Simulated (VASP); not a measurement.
Runs of VASP 6.6.1 on NaHf2. The structure is that of space group P6/mmm (No. 191), or close to it. The cells are those of the table. 

| task | cell | k mesh | cutoff (eV) | gap on the mesh (eV) | pressure (GPa) | relaxed volume (Å³/atom) |
| --- | --- | --- | --- | --- | --- | --- |
| single point | a = 5.364, b = 5.364, c = 2.906 Å, angles 90.0, 90.0, 120.0°, 3 atoms | 6 × 6 × 6 | 520 | none | -0.2 | - |
| relaxation of cell and atoms | relaxed from a = 5.415, b = 5.415, c = 2.815 Å, angles 90.0, 90.0, 120.0°, 3 atoms | 6 × 6 × 6 | 600 | none | 0.0 | 24.09 |
| relaxation of cell and atoms | relaxed from a = 3.915, b = 3.915, c = 4.227 Å, angles 90.0, 90.0, 120.0°, 3 atoms | 6 × 6 × 4 | 600 | none | 0.0 | (a) |
| single point | a = 3.915, b = 3.915, c = 4.227 Å, angles 90.0, 90.0, 120.0°, 3 atoms | 6 × 6 × 4 | 520 | none | (b) | - |
| single point | a = 5.415, b = 5.415, c = 2.815 Å, angles 90.0, 90.0, 120.0°, 3 atoms | 6 × 6 × 4 | 520 | none | 0.1 | - |

Alike in all rows: level PBE; potentials or basis VASP PAW PBE potentials, release 64 (Na_pv, Hf_pv); no spin polarisation; smearing gaussian 0.1 eV.

Problem. Fill in the values left out.

Solution. (a) 23.83; (b) 42.3.

Caveats: all runs use coarse meshes; spin-orbit coupling is left out, which moves the levels of the heavy elements; the volume moved by over 15 % at a fixed basis, so the end points are rough (some runs).

A k mesh can miss the band edges, and the runs leave out spin-orbit coupling on Hf.

A gap of «none» marks levels without a gap at the run's occupations.
